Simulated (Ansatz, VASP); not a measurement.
CdSe in VASP and in Ansatz

```xyz
8
Lattice="4.2932 0.0000 0.0000 -2.1466 3.7180 0.0000 0.0000 0.0000 14.0133" Properties=species:S:1:pos:R:3 pbc="T T T"
Cd    0.0000    0.0000   -0.0023
Cd    0.0000    2.4787    3.5029
Cd    0.0000    0.0000    7.0044
Cd    2.1466    1.2393   10.5095
Se    0.0000    0.0000    2.6270
Se    0.0000    2.4787    6.1340
Se    0.0000    0.0000    9.6337
Se    2.1466    1.2393   13.1407
```

Alike in both runs: task single point; functional PBE; k mesh 6 × 6 × 2; no spin polarisation.

```csv
,VASP,Ansatz
version,VASP 6.6.1,Ansatz 0.2.0
potentials or method,"VASP PAW PBE potentials, release 64 (Cd, Se)","plane waves, PAW"
plane-wave cutoff (eV),520,420
occupations,"gaussian, width 0.01 eV",fixed
valence electrons in the cell,72,144
```

```csv
,VASP,Ansatz,Ansatz less VASP
gap on the k mesh at the Fermi level (eV),0.65,0.65,0.000
pressure (GPa),3.5,3.2,-0.33
```

VASP's potentials hold 72 valence electrons a cell and Ansatz's 144, so a difference there can come from the potentials and not from the codes.
